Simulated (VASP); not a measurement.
# BaTiO3 (Amm2) in VASP: single point with r2SCAN

Aim: the single point of BaTiO3 with r2SCAN.

All numbers are computed with VASP 6.6.1; they aren't measurements. Logs are shortened: lines on timing, memory, paths and dates and some standing lists are left out, and cuts for length are marked.

**1. The cell of the first run**

It takes space group Amm2 (No. 38, orthorhombic). The conventional cell has a = 4.033 Å, b = 5.744 Å, c = 5.762 Å, α = 90.00°, β = 90.00°, γ = 90.00°. Within 3.7 Å of Ba (site symmetry mm2) lie 12 O at 2.84 to 2.93 Å and 8 Ti at 3.48 to 3.55 Å. Within 2.6 Å of Ti (site symmetry mm2) lie 6 O at 1.98 to 2.09 Å. O (site symmetry mm2) has 2 Ti at 2.02 Å within 2.7 Å. O (site symmetry m) has 2 Ti at 1.98 to 2.09 Å within 2.6 Å.

**2. Single point, r2SCAN**

POSCAR reads:

```
BaTiO3
1.0
   -8.0667012900      0.0000000000      0.0000000000
    0.0000000000     -2.8721210400      2.8809792100
    0.0000000000      2.8721210400      2.8809792100
Ba Ti O
2 2 6
Direct
    0.0000000000      0.0000000000      0.0000000000
    0.5000000000      0.0000000000      0.0000000000
    0.2500000000      0.5079000000      0.5079000000
    0.7500000000      0.5079000000      0.5079000000
    0.0000000000      0.4921000000      0.4921000000
    0.5000000000      0.4921000000      0.4921000000
    0.2500000000      0.9937100000      0.5025100000
    0.7500000000      0.9937100000      0.5025100000
    0.2500000000      0.5025100000      0.9937100000
    0.7500000000      0.5025100000      0.9937100000
```

INCAR.step1 reads:

```
SYSTEM = BaTiO3
PREC     = Accurate       ! precision mode
ENCUT    = 520            ! plane-wave cutoff, eV
ISMEAR   = -1             ! smearing method
SIGMA    = 0.1            ! smearing width, eV
LREAL    = .FALSE.        ! projectors in reciprocal space
LASPH    = .TRUE.         ! aspherical terms in the spheres
NELM     = 60             ! most SCF steps
NBANDS   = 51             ! bands
GGA      = PE             ! functional
ALGO     = Normal         ! electronic algorithm
EDIFF    = 1E-4           ! SCF threshold, eV
LWAVE    = .TRUE.         ! write WAVECAR
LCHARG   = .FALSE.        ! write CHGCAR
```

INCAR.step2 reads:

```
SYSTEM = BaTiO3
PREC     = Accurate       ! precision mode
ENCUT    = 520            ! plane-wave cutoff, eV
EDIFF    = 1E-6           ! SCF threshold, eV
ISMEAR   = -1             ! smearing method
SIGMA    = 0.1            ! smearing width, eV
LREAL    = .FALSE.        ! projectors in reciprocal space
LASPH    = .TRUE.         ! aspherical terms in the spheres
NELM     = 60             ! most SCF steps
ALGO     = Normal         ! electronic algorithm
ISIF     = 2              ! what is computed and relaxed
LWAVE    = .FALSE.        ! write WAVECAR
LCHARG   = .FALSE.        ! write CHGCAR
METAGGA  = R2SCAN         ! meta-GGA
LMIXTAU  = .TRUE.       
NBANDS   = 51             ! bands
ISTART   = 1
```

KPOINTS reads:

```
regular mesh
0
G
  3 6 6
  0 0 0
```

Potentials or basis: VASP PAW PBE potentials, release 64 (Ba_sv, Ti_sv, O).

The run is started by

```sh
cat potpaw_PBE.64/Ba_sv/POTCAR potpaw_PBE.64/Ti_sv/POTCAR potpaw_PBE.64/O/POTCAR > POTCAR
cp INCAR.step1 INCAR
mpirun -np 1 vasp_std > vasp.out
cp INCAR.step2 INCAR
mpirun -np 1 vasp_std > vasp.out
```

OUTCAR:

```text
SYSTEM = BaTiO3
   PREC = Accurate
   ENCUT = 520
   EDIFF = 1E-6
   ISMEAR = -1
   LREAL = .FALSE.
   LASPH = .TRUE.
   NELM = 60
   ISIF = 2
   METAGGA = R2SCAN
   ISTART = 1

 ion  position               nearest neighbor table
   1  0.000  0.000  0.000-   5 2.84   7 2.86   8 2.86   9 2.86  10 2.86  10 2.87   7 2.87   8 2.87
                             9 2.87   5 2.87   5 2.87   5 2.93   3 3.48   4 3.48   3 3.51   4 3.51
   2  0.500  0.000  0.000-   6 2.84   7 2.86   8 2.86   9 2.86  10 2.86  10 2.87   7 2.87   8 2.87
                             9 2.87   6 2.87   6 2.87   6 2.93   3 3.48   4 3.48   3 3.51   4 3.51
   3  0.250  0.508  0.508-   7 1.98   9 1.98   5 2.02   6 2.02   9 2.09   7 2.09   1 3.48   2 3.48
                             1 3.51   1 3.51   2 3.51   2 3.51   1 3.55   2 3.55
   4  0.750  0.508  0.508-   8 1.98  10 1.98   5 2.02   6 2.02  10 2.09   8 2.09   1 3.48   2 3.48
                             1 3.51   1 3.51   2 3.51   2 3.51   1 3.55   2 3.55
   5  0.000  0.492  0.492-   3 2.02   4 2.02   1 2.84   1 2.87   1 2.87   1 2.93
   6  0.500  0.492  0.492-   3 2.02   4 2.02   2 2.84   2 2.87   2 2.87   2 2.93
   7  0.250  0.994  0.503-   3 1.98   3 2.09   2 2.86   1 2.86   1 2.87   2 2.87
   8  0.750  0.994  0.503-   4 1.98   4 2.09   2 2.86   1 2.86   1 2.87   2 2.87
   9  0.250  0.503  0.994-   3 1.98   3 2.09   2 2.86   1 2.86   1 2.87   2 2.87
  10  0.750  0.503  0.994-   4 1.98   4 2.09   2 2.86   1 2.86   1 2.87   2 2.87

  LATTYP: Found a base centered orthorhombic cell.
 ALAT       =     5.7442420800
 B/A-ratio  =     1.0030841910
 C/A-ratio  =     1.4043108173

  Lattice vectors:

 A1 = (   0.0000000000,  -2.8721210400,  -2.8809792100)
 A2 = (   0.0000000000,  -2.8721210400,   2.8809792100)
 A3 = (  -8.0667012900,   0.0000000000,   0.0000000000)

Analysis of symmetry for initial positions (statically):
=====================================================================
 Subroutine PRICEL returns following result:

  LATTYP: Found a base centered orthorhombic cell.
 ALAT       =     5.7442420800
 B/A-ratio  =     1.0030841910
 C/A-ratio  =     0.7021554086

  Lattice vectors:

 A1 = (   0.0000000000,  -2.8721210400,  -2.8809792100)
 A2 = (   0.0000000000,  -2.8721210400,   2.8809792100)
 A3 = (  -4.0333506450,   0.0000000000,   0.0000000000)

   2 primitive cells build up your supercell.

 Routine SETGRP: Setting up the symmetry group for a
 base centered orthorhombic supercell.

 Subroutine GETGRP returns: Found  4 space group operations
 (whereof  4 operations were pure point group operations)
 out of a pool of  8 trial point group operations.

The static configuration has the point symmetry C_2v.

Analysis of symmetry for dynamics (positions and initial velocities):
=====================================================================
 Subroutine PRICEL returns following result:

  LATTYP: Found a base centered orthorhombic cell.
 ALAT       =     5.7442420800
 B/A-ratio  =     1.0030841910
 C/A-ratio  =     0.7021554086

  Lattice vectors:

 A1 = (   0.0000000000,  -2.8721210400,  -2.8809792100)
 A2 = (   0.0000000000,  -2.8721210400,   2.8809792100)
 A3 = (  -4.0333506450,   0.0000000000,   0.0000000000)

   2 primitive cells build up your supercell.

 Routine SETGRP: Setting up the symmetry group for a
 base centered orthorhombic supercell.

 Subroutine GETGRP returns: Found  4 space group operations
 (whereof  4 operations were pure point group operations)
 out of a pool of  8 trial point group operations.

The dynamic configuration has the point symmetry C_2v.

 Subroutine INISYM returns: Found  4 space group operations
 (whereof  4 operations are pure point group operations),
 and found     2 'primitive' translations

----------------------------------------------------------------------------------------

                                     Primitive cell

  volume of cell :      66.7481

  direct lattice vectors                    reciprocal lattice vectors
     0.000000000 -2.872121040 -2.880979210     0.000000000 -0.174087371 -0.173552103
     0.000000000 -2.872121040  2.880979210     0.000000000 -0.174087371  0.173552103
    -4.033350645  0.000000000  0.000000000    -0.247932820  0.000000000  0.000000000

  length of vectors
     4.068061022  4.068061022  4.033350645     0.245818520  0.245818520  0.247932820

  position of ions in fractional coordinates (direct lattice)
     0.000000000  0.000000000  0.000000000
     0.492100000  0.507900000  0.500000000
     0.507900000  0.492100000  0.000000000
     0.497490000  0.993710000  0.500000000
     0.006290000  0.502510000  0.500000000

  ion indices of the primitive-cell ions
   primitive index   ion index
                 1           1
                 2           3
                 3           5
                 4           7
                 5           9

----------------------------------------------------------------------------------------

 KPOINTS: regular mesh

Automatic generation of k-mesh.
 Grid dimensions read from file:
 generate k-points for:    3    6    6

 Generating k-lattice:

  Cartesian coordinates                     Fractional coordinates (reciprocal lattice)
    -0.041322137  0.000000000  0.000000000     0.333333333  0.000000000  0.000000000
     0.000000000 -0.029014562  0.028925350     0.000000000  0.166666667  0.000000000
     0.000000000  0.029014562  0.028925350     0.000000000  0.000000000  0.166666667

  Length of vectors
     0.041322137  0.040969753  0.040969753

  Shift w.r.t. Gamma in fractional coordinates (k-lattice)
     0.000000000  0.000000000  0.000000000

 Subroutine IBZKPT returns following result:
 ===========================================

 Found     26 irreducible k-points:

 Following reciprocal coordinates:
            Coordinates               Weight
  0.000000  0.000000  0.000000      1.000000
  0.333333  0.000000  0.000000      2.000000
  0.000000  0.166667  0.000000      4.000000
  0.333333  0.166667  0.000000      8.000000
  0.000000  0.333333  0.000000      4.000000
  0.333333  0.333333  0.000000      8.000000
[... 16 lines left out ...]
  0.000000 -0.333333  0.333333      2.000000
  0.333333 -0.333333  0.333333      4.000000
 [... further k-points ...]
   k-points           NKPTS =     26   k-points in BZ     NKDIM =     26   number of bands    NBANDS=     51
   number of dos      NEDOS =    301   number of ions     NIONS =     10
   total plane-waves  NPLWV =  54000
   dimension x,y,z NGX =    60 NGY =   30 NGZ =   30
   dimension x,y,z NGXF=   120 NGYF=   60 NGZF=   60
   ions per type =               2   2   6
   NGX,Y,Z   is equivalent  to a cutoff of  12.37, 12.26, 12.26 a.u.
   NGXF,Y,Z  is equivalent  to a cutoff of  24.73, 24.52, 24.52 a.u.
 SYSTEM =  BaTiO3
   PREC   = accura    normal or accurate (medium, high low for compatibility)
   ISTART =      1    job   : 0-new  1-cont  2-samecut
   ICHARG =      0    charge: 1-file 2-atom 10-const
   ISPIN  =      1    spin polarized calculation?
   LNONCOLLINEAR =      F non collinear calculations
   LSORBIT =      F    spin-orbit coupling
   LASPH  =      T    aspherical Exc in radial PAW
   ENCUT  =  520.0 eV  38.22 Ry    6.18 a.u.  15.00  7.56  7.56*2*pi/ulx,y,z
   NELM   =     60;   NELMIN=  2; NELMDL=  0     # of ELM steps
   EDIFF  = 0.1E-05   stopping-criterion for ELM
   LREAL  =      F    real-space projection
   EDIFFG = 0.1E-04   stopping-criterion for IOM
   NSW    =      0    number of steps for IOM
   IBRION =     -1    ionic relax: 0-MD 1-quasi-New 2-CG
   NFREE  =      0    steps in history (QN), initial steepest desc. (CG)
   ISIF   =      2    stress and relaxation
   ISYM   =      2    0-nonsym 1-usesym 2-fastsym
   POTIM  = 0.5000    time-step for ionic-motion
   TEBEG  =    0.0;   TEEND  =   0.0 temperature during run
   PSTRESS=    0.0 pullay stress
   NELECT =      80.0000    total number of electrons
   NUPDOWN=      -1.0000    fix difference up-down
   EMIN   =  10.00;   EMAX   =-10.00  energy-range for DOS
   EFERMI =   0.00;   METHOD = LEGACY
   ISMEAR =    -1;   SIGMA  =   0.10  broadening in eV -4-tet -1-fermi 0-gaus
   EFERMI_NEDOS =   21; number of points for ismear=-14 and -15
   IALGO  =     38    algorithm
   IMIX   =      4    mixing-type and parameters
     AMIX     =   0.40;   BMIX     =  1.00
     AMIX_MAG =   1.60;   BMIX_MAG =  1.00
  volume/ion in A,a.u.               =      13.35        90.09
  Fermi-wavevector in a.u.,A,eV,Ry     =   1.380221  2.608239 25.919225  1.905009
  Thomas-Fermi vector in A             =   2.505118
   LORBIT       =      0    0 simple, 1 ext, 2 COOP (PROOUT), +10 PAW based schemes
   METAGGA = R2SCAN    functional components
   LHFCALC =     F    Hartree Fock is set to
   AEXX    =    0.0000 exact exchange contribution
   IVDW    =     0    specifies the selected vdW correction
   LEPSILON=     F    determine dielectric tensor
   LRPA    =     F    only Hartree local field effects (RPA)
 non-spin polarized calculation
  energy-cutoff  :      520.00
  volume of cell :      133.50
 maximum number of plane-waves:      3616
 NGX is ok and might be reduce to    60
   NGX = 29   NGY = 15   NGZ = 15

 number of electron      79.9999977 magnetization

 Free energy of the ion-electron system (eV)
  ---------------------------------------------------
  ext. energy  EPLUGINS =         0.00000000
  ---------------------------------------------------
  free energy    TOTEN  =      -148.40296918 eV

  energy without entropy =     -148.40295248  energy(sigma->0) =     -148.40296083

 E-fermi :   4.3160     XC(G=0): -11.6898

 val. band max:        3.2286734873   @ k =   0.0000   0.5000   0.5000
 cond. band min:       5.3203582883   @ k =   0.0000   0.0000   0.0000
 fundamental gap:      2.0916848011
 Fermi energy:         4.3159626909

 k-point     1 :       0.0000    0.0000    0.0000
  band No.  band energies     occupation
      1     -55.7983      2.00000
      2     -55.7973      2.00000
      3     -30.9856      2.00000
      4     -30.9413      2.00000
      5     -30.9397      2.00000
      6     -30.9396      2.00000
[... 43 lines left out ...]
     50       8.7257      0.00000
     51       8.8179      0.00000

 k-point     2 :       0.3333    0.0000    0.0000
  band No.  band energies     occupation
      1     -55.7981      2.00000
      2     -55.7976      2.00000
      3     -30.9731      2.00000
      4     -30.9479      2.00000
      5     -30.9409      2.00000
      6     -30.9400      2.00000
[... 43 lines left out ...]
     50       8.8110      0.00000
     51       9.2613      0.00000

 k-point     3 :       0.0000    0.1667    0.0000
  band No.  band energies     occupation
      1     -55.7981      2.00000
      2     -55.7971      2.00000
      3     -30.9850      2.00000
      4     -30.9520      2.00000
      5     -30.9500      2.00000
      6     -30.9401      2.00000
[... 1123 lines left out ...]
     50      10.4717      0.00000
     51      10.9908      0.00000

 k-point    24 :       0.3333   -0.3333    0.3333
  band No.  band energies     occupation
      1     -55.7968      2.00000
      2     -55.7963      2.00000
      3     -30.9735      2.00000
      4     -30.9724      2.00000
      5     -30.9716      2.00000
      6     -30.9708      2.00000
[... 43 lines left out ...]
     50       9.9927      0.00000
     51      11.2490      0.00000

 [... further k-points ...]
[... 5 lines left out ...]
  --------------------------------------------------------------------------------------
  -------------------------------------------------------------------------------------
  Total       -4.0799726     -4.5509850     -5.1301419      0.0000000      0.0000000      0.0000000
  in kB      -48.9664920    -54.6194287    -61.5702794      0.0000000      0.0000000      0.0000000
  external PRESSURE =     -55.0520667 kB  Pullay stress =       0.0000000 kB

 VOLUME and BASIS-vectors are now :
 -----------------------------------------------------------------------------
  energy-cutoff  :      520.00
  volume of cell :      133.50
      direct lattice vectors                 reciprocal lattice vectors
    -8.066701290  0.000000000  0.000000000    -0.123966410  0.000000000  0.000000000
     0.000000000 -2.872121040  2.880979210     0.000000000 -0.174087371  0.173552103
     0.000000000  2.872121040  2.880979210     0.000000000  0.174087371  0.173552103

 POSITION                                       TOTAL-FORCE (eV/Angst)
 -----------------------------------------------------------------------------------
      0.00000      0.00000      0.00000        -0.000000     -0.000000      0.086568
     -4.03335      0.00000      0.00000        -0.000000     -0.000000      0.086568
     -2.01668      0.00000      2.92650        -0.000000     -0.000000      0.295706
     -6.05003      0.00000      2.92650        -0.000000     -0.000000      0.295706
      0.00000      0.00000      2.83546         0.000000     -0.000000      0.137079
     -4.03335      0.00000      2.83546        -0.000000     -0.000000      0.137079
     -2.01668     -1.41079      4.31058        -0.000000      0.093683     -0.259676
     -6.05003     -1.41079      4.31058        -0.000000      0.093683     -0.259676
     -2.01668      1.41079      4.31058         0.000000     -0.093683     -0.259676
     -6.05003      1.41079      4.31058         0.000000     -0.093683     -0.259676
 -----------------------------------------------------------------------------------
    total drift:                               -0.000000      0.000000      0.027567

  FREE ENERGIE OF THE ION-ELECTRON SYSTEM (eV)
  ---------------------------------------------------
  free  energy   TOTEN  =      -148.4029691790 eV

  energy  without entropy=     -148.4029524824  energy(sigma->0) =     -148.40296083
```

It took 11 min on 1 thread of AMD EPYC 7R43 (Zen 3), shared host; peak memory 0.29 GiB.

Results:

* Free energy: -148.4030 eV
* Pressure: -5.5 GPa
* Largest force: 0.296 eV/Å
* Band gap on the k mesh: 2.09 eV

Forces in eV/Å, atoms in the order of the input:
```
Ba   0.000  0.000  0.087
Ba   0.000  0.000  0.087
Ti   0.000  0.000  0.296
Ti   0.000  0.000  0.296
O    0.000  0.000  0.137
O    0.000  0.000  0.137
O    0.000  0.094 -0.260
O    0.000  0.094 -0.260
O    0.000 -0.094 -0.260
O    0.000 -0.094 -0.260
```

Caveat: the PAW data sets were made with another functional, which shifts forces and pressure a little; spin-orbit coupling is left out, which moves the levels of the heavy elements. A k mesh can miss the band edges.
